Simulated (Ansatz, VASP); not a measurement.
# Two plane-wave programs on Nb

```
Nb
1.0
    -1.46145    1.67023    1.67023
     1.67023   -1.46145    1.67023
     1.67023    1.67023   -1.46145
Nb
1
Direct
  0.00000 0.00000 0.00000
```

Alike in both runs: task single point; functional PBE; k mesh 22 × 22 × 22; occupations gaussian, width 0.15 eV; no spin polarisation.

|  | VASP | Ansatz |
| --- | --- | --- |
| version | VASP 6.6.1 | Ansatz 0.2.0 |
| potentials or method | VASP PAW PBE potentials, release 64 (Nb_sv), cutoff 520 eV | scalar-relativistic, plane waves, PAW |
| valence electrons in the cell | 13 | 13 |

|  | VASP | Ansatz | Ansatz less VASP |
| --- | --- | --- | --- |
| gap on the k mesh at the Fermi level (eV) | none | none | - |
| pressure (GPa) | -1.5 | -1.2 | +0.33 |
| traceless stress, the component that is largest in VASP (GPa) | -4.27 | -4.27 | +0.005 |

A gap of «none» marks a metal or a gap that the smearing closes. With one functional, cell and mesh, what is left measures potentials, basis and numerics.
